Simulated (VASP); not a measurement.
**NaI (zincblende type): single point with PBE**

The system is NaI (zincblende type).

```
CELL_PARAMETERS angstrom
0.00000 3.60510 3.60510
3.60510 0.00000 3.60510
3.60510 3.60510 0.00000
ATOMIC_POSITIONS crystal
Na 0.00000 0.00000 0.00000
I 0.25000 0.25000 0.25000
```

```
Program             : VASP 6.6.1
Task                : single point
Functional          : PBE
Potentials or basis : VASP PAW PBE potentials, release 64 (Na_pv, I)
Cutoff              : 520 eV
k mesh              : 10 × 10 × 10
Occupations         : fermi-dirac, width 0.05 eV
Spin                : no spin polarisation
```

```json
{"Pressure": "-0.2 GPa", "Band gap on the k mesh": "3.74 eV"}
```

Levels at points of the mesh, in eV from the valence-band top:
```csv
k point,band 4,band 5,band 6,band 7,band 8,band 9,band 10,band 11
"(0.00, 0.00, 0.00)",-10.37,0.00,0.00,0.00,3.74,7.81,7.81,7.81
"(0.50, 0.00, 0.00)",-10.26,-1.12,-0.12,-0.12,5.32,7.53,7.61,7.61
"(0.50, 0.50, 0.00)",-10.22,-1.04,-0.36,-0.36,5.21,6.14,8.72,10.18
```

Wall time 100 s on 1 thread of Intel Xeon 8259CL, with other jobs on the host, peak memory 0.26 GiB.

Caveat: spin-orbit coupling is left out, which moves the levels of the heavy elements. A k mesh can miss the band edges.
